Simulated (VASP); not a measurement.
A run of VASP 6.6.1 is set up as follows.

The input INCAR:

```
PREC = Accurate ; ENCUT = 520
EDIFF = 1E-6 ; ISMEAR = 0
SIGMA = 0.1 ; LREAL = False
LASPH = True ; NELM = 100
ALGO = Fast ; ISIF = 2
LWAVE = False ; LCHARG = True
GGA = PE ; LELF = True
LVHAR = True ; NBANDS = 16
```

Contents of KPOINTS:

```
Automatic mesh
0
Gamma
  18 18 18
```

The input POSCAR:

```
Be2Rh
1.0
    1.4464962967      0.8351350263      4.4367310090
   -1.4464962967      0.8351350263      4.4367310090
    0.0000000000     -1.6702700525      4.4367310090
Be Rh
2 1
Direct
    0.7824274531      0.7824274531      0.7824274531
    0.2175725469      0.2175725469      0.2175725469
    0.0000000000      0.0000000000      0.0000000000
```

Potentials or basis: VASP PAW PBE potentials, release 64 (Be, Rh_pv).

Launch:

```bash
$ cat potpaw_PBE.64/Be/POTCAR potpaw_PBE.64/Rh_pv/POTCAR > POTCAR
$ mpirun -np 1 vasp_std > vasp.out
```

Task: Estimate the pressure.

Result: 0.1 GPa.

Task: What does it give for the largest force?

Result: 0.006 eV/Å.

Task: What does it give for the band gap on the k mesh?

Result: Zero (an odd number of electrons rules out a gap without spin polarisation).

Forces in eV/Å, atoms in the order of the input:
```
Be   0.000  0.000  0.006
Be   0.000  0.000 -0.006
Rh   0.000  0.000  0.000
```
